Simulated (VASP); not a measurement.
# Li (P-6m2) in VASP: a series of runs, part 2 of 2

VASP 6.6.1. The steps go on from the part before.

### Step 5. Single point, LDA

Input file INCAR:

```
SYSTEM = Li
  ALGO = Normal
  EDIFF = 1E-6
  ENCUT = 520
  GGA = CA
  ISIF = 2
  ISMEAR = 0
  LASPH = .True.
  LCHARG = .False.
  LREAL = .False.
  LWAVE = .False.
  NBANDS = 12
  NELM = 80
  PREC = Accurate
  SIGMA = 0.1
```

Input file KPOINTS:

```
k-points
0
Gamma
  18 18 6
  0 0 0
```

Input file POSCAR:

```
Li
1.0
    3.0055773030      0.0000000289      0.0000000000
   -1.5027886765      2.6029062830      0.0000000000
    0.0000000000      0.0000000000      7.7929755000
Li
3
Direct
    0.6666666667      0.3333333333      0.6769760000
    0.6666666667      0.3333333333      0.3230240000
    0.0000000000      0.0000000000      0.0000000000
```

Potentials or basis: VASP PAW LDA potentials, release 64 (Li_sv).

The run is started by

```bash
$ cat potpaw_LDA.64/Li_sv/POTCAR > POTCAR
$ mpirun -np 1 vasp_std > vasp.out
```

OUTCAR:

```text
SYSTEM = Li
   EDIFF = 1E-6
   ENCUT = 520
   GGA = CA
   ISIF = 2
   ISMEAR = 0
   LASPH = .True.
   LREAL = .False.
   NELM = 80
   PREC = Accurate

 ion  position               nearest neighbor table
   1  0.667  0.333  0.677-
   2  0.667  0.333  0.323-
   3  0.000  0.000  0.000-

  LATTYP: Found a hexagonal cell.
 ALAT       =     3.0055773030
 C/A-ratio  =     2.5928381520

  Lattice vectors:

 A1 = (   3.0055773030,   0.0000000289,   0.0000000000)
 A2 = (  -1.5027886765,   2.6029062830,   0.0000000000)
 A3 = (   0.0000000000,   0.0000000000,   7.7929755000)

Analysis of symmetry for initial positions (statically):
=====================================================================
 Subroutine PRICEL returns:
 Original cell was already a primitive cell.

 Routine SETGRP: Setting up the symmetry group for a
 hexagonal supercell.

 Subroutine GETGRP returns: Found 12 space group operations
 (whereof 12 operations were pure point group operations)
 out of a pool of 24 trial point group operations.

The static configuration has the point symmetry D_3h.

Analysis of symmetry for dynamics (positions and initial velocities):
=====================================================================
 Subroutine PRICEL returns:
 Original cell was already a primitive cell.

 Routine SETGRP: Setting up the symmetry group for a
 hexagonal supercell.

 Subroutine GETGRP returns: Found 12 space group operations
 (whereof 12 operations were pure point group operations)
 out of a pool of 24 trial point group operations.

The dynamic configuration has the point symmetry D_3h.

 Subroutine INISYM returns: Found 12 space group operations
 (whereof 12 operations are pure point group operations),
 and found     1 'primitive' translations

----------------------------------------------------------------------------------------

                                     Primitive cell

  volume of cell :      60.9663

  direct lattice vectors                    reciprocal lattice vectors
     3.005577303  0.000000029  0.000000000     0.332714781  0.192092973  0.000000000
    -1.502788677  2.602906283  0.000000000    -0.000000004  0.384185939  0.000000000
     0.000000000  0.000000000  7.792975500     0.000000000  0.000000000  0.128320691

  length of vectors
     3.005577303  3.005577303  7.792975500     0.384185939  0.384185939  0.128320691

  position of ions in fractional coordinates (direct lattice)
     0.666666667  0.333333333  0.676976000
     0.666666667  0.333333333  0.323024000
     0.000000000  0.000000000  0.000000000

  ion indices of the primitive-cell ions
   primitive index   ion index
                 1           1
                 2           2
                 3           3

----------------------------------------------------------------------------------------

 KPOINTS: k-points

Automatic generation of k-mesh.
 Grid dimensions read from file:
 generate k-points for:   18   18    6

 Generating k-lattice:

  Cartesian coordinates                     Fractional coordinates (reciprocal lattice)
     0.018484155  0.010671832  0.000000000     0.055555556 -0.000000000  0.000000000
    -0.000000000  0.021343663  0.000000000     0.000000000  0.055555556  0.000000000
     0.000000000  0.000000000  0.021386782     0.000000000  0.000000000  0.166666667

  Length of vectors
     0.021343663  0.021343663  0.021386782

  Shift w.r.t. Gamma in fractional coordinates (k-lattice)
     0.000000000  0.000000000  0.000000000

 Subroutine IBZKPT returns following result:
 ===========================================

 Found    148 irreducible k-points:

 Following reciprocal coordinates:
            Coordinates               Weight
  0.000000  0.000000  0.000000      1.000000
  0.055556  0.000000  0.000000      6.000000
  0.111111  0.000000  0.000000      6.000000
  0.166667  0.000000  0.000000      6.000000
  0.222222 -0.000000  0.000000      6.000000
  0.277778  0.000000  0.000000      6.000000
[... 16 lines left out ...]
  0.333333  0.111111  0.000000     12.000000
  0.388889  0.111111  0.000000     12.000000
 [... further k-points ...]
   k-points           NKPTS =    148   k-points in BZ     NKDIM =    148   number of bands    NBANDS=     12
   number of dos      NEDOS =    301   number of ions     NIONS =      3
   total plane-waves  NPLWV =  34560
   dimension x,y,z NGX =    24 NGY =   24 NGZ =   60
   dimension x,y,z NGXF=    48 NGYF=   48 NGZF=  120
   ions per type =               3
   NGX,Y,Z   is equivalent  to a cutoff of  13.27, 13.27, 12.80 a.u.
   NGXF,Y,Z  is equivalent  to a cutoff of  26.55, 26.55, 25.60 a.u.
 SYSTEM =  Li
   PREC   = accura    normal or accurate (medium, high low for compatibility)
   ISTART =      0    job   : 0-new  1-cont  2-samecut
   ICHARG =      2    charge: 1-file 2-atom 10-const
   ISPIN  =      1    spin polarized calculation?
   LNONCOLLINEAR =      F non collinear calculations
   LSORBIT =      F    spin-orbit coupling
   LASPH  =      T    aspherical Exc in radial PAW
   ENCUT  =  520.0 eV  38.22 Ry    6.18 a.u.   5.59  5.59 14.49*2*pi/ulx,y,z
   NELM   =     80;   NELMIN=  2; NELMDL= -5     # of ELM steps
   EDIFF  = 0.1E-05   stopping-criterion for ELM
   LREAL  =      F    real-space projection
   EDIFFG = 0.1E-04   stopping-criterion for IOM
   NSW    =      0    number of steps for IOM
   IBRION =     -1    ionic relax: 0-MD 1-quasi-New 2-CG
   NFREE  =      0    steps in history (QN), initial steepest desc. (CG)
   ISIF   =      2    stress and relaxation
   ISYM   =      2    0-nonsym 1-usesym 2-fastsym
   POTIM  = 0.5000    time-step for ionic-motion
   TEBEG  =    0.0;   TEEND  =   0.0 temperature during run
   PSTRESS=    0.0 pullay stress
   NELECT =       9.0000    total number of electrons
   NUPDOWN=      -1.0000    fix difference up-down
   EMIN   =  10.00;   EMAX   =-10.00  energy-range for DOS
   EFERMI =   0.00;   METHOD = LEGACY
   ISMEAR =     0;   SIGMA  =   0.10  broadening in eV -4-tet -1-fermi 0-gaus
   EFERMI_NEDOS =   21; number of points for ismear=-14 and -15
   IALGO  =     38    algorithm
   IMIX   =      4    mixing-type and parameters
     AMIX     =   0.40;   BMIX     =  1.00
     AMIX_MAG =   1.60;   BMIX_MAG =  1.00
  volume/ion in A,a.u.               =      20.32       137.14
  Fermi-wavevector in a.u.,A,eV,Ry     =   0.865218  1.635026 10.185361  0.748603
  Thomas-Fermi vector in A             =   1.983430
   LORBIT       =      0    0 simple, 1 ext, 2 COOP (PROOUT), +10 PAW based schemes
   GGA     = CA    functional components
   LHFCALC =     F    Hartree Fock is set to
   AEXX    =    0.0000 exact exchange contribution
   IVDW    =     0    specifies the selected vdW correction
   LEPSILON=     F    determine dielectric tensor
   LRPA    =     F    only Hartree local field effects (RPA)
 non-spin polarized calculation
 Gauss-broadening in eV      SIGMA  =   0.10
  energy-cutoff  :      520.00
  volume of cell :       60.97
 maximum number of plane-waves:      1685
 NGX is ok and might be reduce to    24
   NGX = 11   NGY = 11   NGZ = 29

 number of electron       9.0000003 magnetization

 Free energy of the ion-electron system (eV)
  ---------------------------------------------------
  ext. energy  EPLUGINS =         0.00000000
  ---------------------------------------------------
  free energy    TOTEN  =        -6.06451534 eV

  energy without entropy =       -6.05782269  energy(sigma->0) =       -6.06116901

 E-fermi :   0.5633     XC(G=0):  -7.1351

 val. band max:        0.5556248537   @ k =   0.4444  -0.0000   0.5000
 cond. band min:       0.5634301429   @ k =   0.1667   0.0000   0.3333
 fundamental gap:      0.0078052892
 Fermi energy:         0.5632810779

 k-point     1 :       0.0000    0.0000    0.0000
  band No.  band energies     occupation
      1     -45.1346      2.00000
      2     -45.1237      2.00000
      3     -44.9810      2.00000
      4      -2.8950      2.00000
      5      -1.1339      2.00000
      6      -1.1099      2.00000
      7       5.3518      0.00000
      8       5.7406      0.00000
      9      13.3493      0.00000
     10      13.3493      0.00000
     11      13.9908      0.00000
     12      14.4541      0.00000
[... 331 lines left out ...]
 k-point    24 :       0.3889    0.1111    0.0000
  band No.  band energies     occupation
      1     -45.1177      2.00000
      2     -45.1078      2.00000
      3     -44.9648      2.00000
      4       0.3108      1.99964
      5       1.7539      0.00000
      6       2.0955      0.00000
      7       3.7499      0.00000
      8       5.1597      0.00000
      9       5.2977      0.00000
     10       7.5252      0.00000
     11       8.7067      0.00000
     12       9.5616      0.00000

 [... further k-points ...]
[... 5 lines left out ...]
  --------------------------------------------------------------------------------------
  -------------------------------------------------------------------------------------
  Total       -0.3710406     -0.3710406     -0.3601718     -0.0000000     -0.0000000      0.0000000
  in kB       -9.7508454     -9.7508454     -9.4652157     -0.0000000     -0.0000000      0.0000000
  external PRESSURE =      -9.6556355 kB  Pullay stress =       0.0000000 kB

 VOLUME and BASIS-vectors are now :
 -----------------------------------------------------------------------------
  energy-cutoff  :      520.00
  volume of cell :       60.97
      direct lattice vectors                 reciprocal lattice vectors
     3.005577303  0.000000029  0.000000000     0.332714781  0.192092973  0.000000000
    -1.502788677  2.602906283  0.000000000    -0.000000004  0.384185939  0.000000000
     0.000000000  0.000000000  7.792975500     0.000000000  0.000000000  0.128320691

 POSITION                                       TOTAL-FORCE (eV/Angst)
 -----------------------------------------------------------------------------------
      1.50279      0.86764      5.27566         0.000000      0.000000      0.004399
      1.50279      0.86764      2.51732         0.000000      0.000000     -0.004399
      0.00000      0.00000      0.00000        -0.000000     -0.000000      0.000000
 -----------------------------------------------------------------------------------
    total drift:                               -0.000000      0.000000      0.000000

  FREE ENERGIE OF THE ION-ELECTRON SYSTEM (eV)
  ---------------------------------------------------
  free  energy   TOTEN  =        -6.0645153387 eV

  energy  without entropy=       -6.0578226902  energy(sigma->0) =       -6.06116901
```

OSZICAR:

```text
N       E                     dE             d eps       ncg     rms          rms(c)
DAV:   1     0.271550904348E+02    0.27155E+02   -0.34926E+03  3552   0.652E+02
DAV:   2     0.157004528594E+00   -0.26998E+02   -0.26222E+02  4224   0.154E+02
DAV:   3    -0.598299943105E+01   -0.61400E+01   -0.60859E+01  6828   0.388E+01
DAV:   4    -0.608118729653E+01   -0.98188E-01   -0.98126E-01  4520   0.829E+00
DAV:   5    -0.608359657705E+01   -0.24093E-02   -0.24091E-02  5592   0.105E+00    0.496E-01
DAV:   6    -0.606643717035E+01    0.17159E-01   -0.86771E-02  4392   0.504E-01    0.238E-01
DAV:   7    -0.606498961018E+01    0.14476E-02   -0.17585E-03  5616   0.205E-01    0.125E-01
DAV:   8    -0.606450818093E+01    0.48143E-03   -0.14028E-03  6792   0.161E-01    0.363E-02
DAV:   9    -0.606451541335E+01   -0.72324E-05   -0.51940E-05  4524   0.590E-02    0.631E-03
DAV:  10    -0.606451533868E+01    0.74672E-07   -0.35082E-06  5124   0.142E-02
   1 F= -.60645153E+01 E0= -.60611690E+01  d E =-.669265E-02
```

stdout:

```text
POSCAR found type information on POSCAR Li
 POSCAR found :  1 types and       3 ions
 scaLAPACK will be used
 LDA part: xc-table for (Slater(with rela. corr.)+CA(PZ))
 , standard interpolation
 POSCAR, INCAR and KPOINTS ok, starting setup
 FFT: planning ... GRIDC
 FFT: planning ... GRID_SOFT
 FFT: planning ... GRID
 WAVECAR not read
 entering main loop
```

Wall time 25 s (1 thread of Intel Xeon 6975P-C (Granite Rapids), shared host); peak memory 0.19 GiB.

What came out:

```yaml
Free_energy: -6.0645 eV
Largest_force: 0.004 eV/Å
Band_gap_on_the_k_mesh: zero (an odd number of electrons rules out a gap without spin polarisation)
```

Forces on the atoms (eV/Å):
```
Li   0.000  0.000  0.004
Li   0.000  0.000 -0.004
Li   0.000  0.000  0.000
```

Levels at points of the mesh, in eV from the Fermi level:
```tsv
k point	band 1	band 2	band 3	band 4	band 5	band 6	band 7	band 8	band 9	band 10
(0.00, 0.00, 0.00)	-45.70	-45.69	-45.54	-3.46	-1.70	-1.67	4.79	5.18	12.79	12.79
(0.50, 0.00, 0.00)	-45.68	-45.67	-45.53	-0.06	0.92	1.62	3.14	4.18	4.20	8.67
(0.00, 0.00, 0.50)	-45.70	-45.69	-45.54	-3.05	-2.95	-0.30	2.53	9.20	9.58	13.13
(0.50, 0.00, 0.50)	-45.68	-45.67	-45.53	0.26	0.41	1.65	2.95	4.51	5.74	5.94
```

Caveat: the cutoff is under 1.25 times the usual one of these potentials, so pressure, stress and relaxed cells hold a basis-set (Pulay) error.

### Step 6. Single point, r2SCAN

POSCAR is that of step 5.

Input file INCAR.step1:

```
  PREC = Accurate
  ENCUT = 520
  ISMEAR = 0
  SIGMA = 0.1
  LREAL = False
  LASPH = True
  NELM = 60
  NBANDS = 12
  GGA = PE
  ALGO = Normal
  EDIFF = 1E-4
  LWAVE = True
  LCHARG = False
```

Input file INCAR.step2:

```
  PREC = Accurate
  ENCUT = 520
  EDIFF = 1E-6
  ISMEAR = 0
  SIGMA = 0.1
  LREAL = False
  LASPH = True
  NELM = 60
  ALGO = Normal
  ISIF = 2
  LWAVE = False
  LCHARG = False
  METAGGA = R2SCAN
  LMIXTAU = True
  NBANDS = 12
  ISTART = 1
```

Input file KPOINTS:

```
regular mesh
0
Gamma
  18 18 6
```

Potentials or basis: VASP PAW PBE potentials, release 64 (Li_sv).

The run is started by

```bash
$ cat potpaw_PBE.64/Li_sv/POTCAR > POTCAR
$ cp INCAR.step1 INCAR
$ mpirun -np 1 vasp_std > vasp.out
$ cp INCAR.step2 INCAR
$ mpirun -np 1 vasp_std > vasp.out
```

It took 4.1 min on 1 thread of Intel Xeon 6975P-C (Granite Rapids), shared host; peak memory 0.22 GiB.

Results (log left out):

```
Free energy            : -7.0785 eV
Largest force          : 0.019 eV/Å
Band gap on the k mesh : zero (an odd number of electrons rules out a gap without spin polarisation)
```

Forces in eV/Å, atoms in the order of the input:
```
Li   0.000  0.000 -0.019
Li   0.000  0.000  0.019
Li   0.000  0.000  0.000
```

Levels at points of the mesh, in eV from the Fermi level:
| k point | band 1 | band 2 | band 3 | band 4 | band 5 | band 6 | band 7 | band 8 | band 9 | band 10 |
| --- | --- | --- | --- | --- | --- | --- | --- | --- | --- | --- |
| (0.00, 0.00, 0.00) | -48.17 | -48.16 | -47.96 | -3.82 | -1.87 | -1.85 | 5.26 | 5.61 | 14.44 | 14.44 |
| (0.50, 0.00, 0.00) | -48.15 | -48.14 | -47.94 | -0.05 | 1.01 | 1.81 | 3.47 | 4.48 | 4.51 | 9.52 |
| (0.00, 0.00, 0.50) | -48.17 | -48.16 | -47.96 | -3.38 | -3.26 | -0.31 | 2.72 | 10.13 | 10.46 | 14.85 |
| (0.50, 0.00, 0.50) | -48.15 | -48.14 | -47.94 | 0.30 | 0.47 | 1.81 | 3.21 | 4.97 | 6.29 | 6.29 |

Caveat: the cutoff is under 1.25 times the usual one of these potentials, so pressure, stress and relaxed cells hold a basis-set (Pulay) error; the PAW data sets were made with another functional, which shifts forces and pressure a little.

### Step 7. Relaxation of cell and atoms, PBE

Input file INCAR:

```
SYSTEM = Li
PREC = Accurate
ENCUT = 600
EDIFF = 1E-6
ISMEAR = 0
SIGMA = 0.1
LREAL = .FALSE.
LASPH = .TRUE.
NELM = 100
ALGO = Fast
ISIF = 3
LWAVE = .FALSE.
LCHARG = .FALSE.
GGA = PE
IBRION = 2
NSW = 100
EDIFFG = -0.01
```

Input file KPOINTS:

```
Automatic mesh
0
G
  18 18 6
  0 0 0
```

Input file POSCAR:

```
Li
1.0
    3.0055773000      0.0000000000      0.0000000000
   -1.5027887000      2.6029063000      0.0000000000
    0.0000000000      0.0000000000      7.7929755000
Li
3
Direct
    0.6666667000      0.3333333000      0.6769760000
    0.6666667000      0.3333333000      0.3230240000
    0.0000000000      0.0000000000      0.0000000000
```

The run is started by

```bash
$ cat potpaw_PBE.64/Li_sv/POTCAR > POTCAR
$ mpirun -np 1 vasp_std > vasp.out
```

It took 47 s on 1 thread of Intel Xeon 6975P-C (Granite Rapids), shared host; peak memory 0.22 GiB.

The run converged. Its results:

```yaml
Free_energy: -5.6522 eV
Relaxed_volume: 20.14 Å³/atom
Relaxed_cell: a = 2.996 Å, b = 2.996 Å, c = 7.774 Å, α = 90.00°, β = 90.00°, γ = 120.00°
Space_group_after_relaxing_to_0.1_Å: P-6m2 (No. 187)
Energy_gained_by_relaxing: 0.1 meV/atom
Ionic_steps: 3
Pressure_after_relaxing: 0.0 GPa
Largest_force_after_relaxing: 0.006 eV/Å
Band_gap_on_the_k_mesh: zero (an odd number of electrons rules out a gap without spin polarisation)
```

Forces in eV/Å, atoms in the order of the input:
```
Li   0.000  0.000 -0.006
Li   0.000  0.000  0.006
Li   0.000  0.000  0.000
```

Step by step:
```
step  energy change (eV)  largest force (eV/Å)  pressure (GPa)  volume (Å³)
   1              0.0000                0.0051           -0.12        60.97
   2             -0.0001                0.0055           -0.09        60.83
   3             -0.0002                0.0061           -0.01        60.43
```

Final structure:
```cif
data_structure
_symmetry_space_group_name_H-M 'P 1'
_symmetry_Int_Tables_number 1
_cell_length_a 2.9960
_cell_length_b 2.9960
_cell_length_c 7.7738
_cell_angle_alpha 90.000
_cell_angle_beta 90.000
_cell_angle_gamma 120.000
_cell_volume 60.43
loop_
_atom_site_label
_atom_site_type_symbol
_atom_site_fract_x
_atom_site_fract_y
_atom_site_fract_z
_atom_site_occupancy
Li1 Li 0.66667 0.33333 0.67685 1
Li2 Li 0.66667 0.33333 0.32315 1
Li3 Li 0.00000 0.00000 0.00000 1
```

Levels at points of the mesh, in eV from the Fermi level:
| k point | band 1 | band 2 | band 3 | band 4 | band 5 | band 6 | band 7 | band 8 |
| --- | --- | --- | --- | --- | --- | --- | --- | --- |
| (0.00, 0.00, 0.00) | -46.57 | -46.56 | -46.42 | -3.53 | -1.73 | -1.71 | 4.84 | 5.21 |
| (0.50, 0.00, 0.00) | -46.56 | -46.55 | -46.40 | -0.05 | 0.94 | 1.66 | 3.18 | 4.21 |
| (0.00, 0.00, 0.50) | -46.57 | -46.56 | -46.42 | -3.12 | -3.02 | -0.30 | 2.53 | 9.33 |
| (0.50, 0.00, 0.50) | -46.56 | -46.55 | -46.40 | 0.28 | 0.43 | 1.67 | 2.96 | 4.59 |

Caveat: the cutoff is under 1.25 times the usual one of these potentials, so pressure, stress and relaxed cells hold a basis-set (Pulay) error.

### Step 8. Summary

```csv
task,level,potentials or basis,cell,k mesh,cutoff (eV),gap on the mesh (eV),largest force (eV/Å)
single point,PBE,"VASP PAW PBE potentials, release 64 (Li_sv)",as given,6 × 6 × 2,520,none,0.02
single point,PBE,"VASP PAW PBE potentials, release 64 (Li_sv)",as given,18 × 18 × 6,520,none,-
single point,LDA,"VASP PAW LDA potentials, release 64 (Li_sv)",as given,18 × 18 × 6,520,none,-
single point,r2SCAN,"VASP PAW PBE potentials, release 64 (Li_sv)",as given,18 × 18 × 6,520,none,0.02
relaxation of cell and atoms,PBE,"VASP PAW PBE potentials, release 64 (Li_sv)",relaxed,18 × 18 × 6,600,none,0.01
```

Alike in all rows: no spin polarisation; smearing gaussian 0.1 eV.

Caveats: some runs use coarse meshes; the cutoff is under 1.25 times the usual one of these potentials, so pressure, stress and relaxed cells hold a basis-set (Pulay) error; the PAW data sets were made with another functional, which shifts forces and pressure a little (at least some runs).

Total energies depend on the potentials used, so only differences within one code and one set of settings carry meaning.

The gap in the log of VASP goes by the Fermi energy; the results here count the filled bands.